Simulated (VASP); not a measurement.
Write the native input for VASP 6.6.1 that does the following.

```
Task                   : single point
Functional             : PBE
Potentials or basis    : VASP PAW PBE potentials, release 64 (Hf_pv, O)
Cutoff                 : 520 eV
k mesh                 : 4 × 4 × 4
Occupations            : fermi-dirac, width 0.001 eV
Spin                   : no spin polarisation
Dipole correction      : no
Further INCAR settings : ALGO = Normal; EDIFF = 1e-06; NBANDS = 56
```

The structure of HfO2 lies in POSCAR:

```
HfO2
1.0
    5.1501000000      0.0000000000      0.0000000000
    0.0000000000      5.1852000000      0.0000000000
   -0.8308500000      0.0000000000      5.2767900000
Hf O
4 8
Direct
    0.2800000000      0.0492000000      0.2170000000
    0.7200000000      0.5492000000      0.2830000000
    0.7200000000      0.9508000000      0.7830000000
    0.2800000000      0.4508000000      0.7170000000
    0.0693000000      0.3265000000      0.3429000000
    0.9307000000      0.8265000000      0.1571000000
    0.9307000000      0.6735000000      0.6571000000
    0.0693000000      0.1735000000      0.8429000000
    0.4607000000      0.7489000000      0.4888000000
    0.5393000000      0.2489000000      0.0112000000
    0.5393000000      0.2511000000      0.5112000000
    0.4607000000      0.7511000000      0.9888000000
```

The input as run:

INCAR

```
PREC = Accurate
ENCUT = 520
EDIFF = 1E-6
ISMEAR = -1
SIGMA = 0.001
LREAL = False
LASPH = True
NELM = 80
ALGO = Normal
ISIF = 2
LWAVE = False
LCHARG = True
GGA = PE
LELF = True
LVHAR = True
NBANDS = 56
```

KPOINTS

```
Automatic mesh
0
Gamma
  4 4 4
```

Potentials or basis: VASP PAW PBE potentials, release 64 (Hf_pv, O).

Run with:

```bash
$ cat potpaw_PBE.64/Hf_pv/POTCAR potpaw_PBE.64/O/POTCAR > POTCAR
$ mpirun -np 1 vasp_std > vasp.out
```

Results of the run:

The pressure is -0.1 GPa and the largest force is 1.289 eV/Å. The band gap on the k mesh is 4.05 eV (least direct gap 4.11 eV).

Caveat: spin-orbit coupling is left out, which moves the levels of the heavy elements; forces of over 1 eV/Å act on the atoms, so gaps and moduli don't describe the material at rest.

Run time: 6 min on 1 thread of Intel Xeon 8259CL (shared host), peak memory 0.34 GiB.
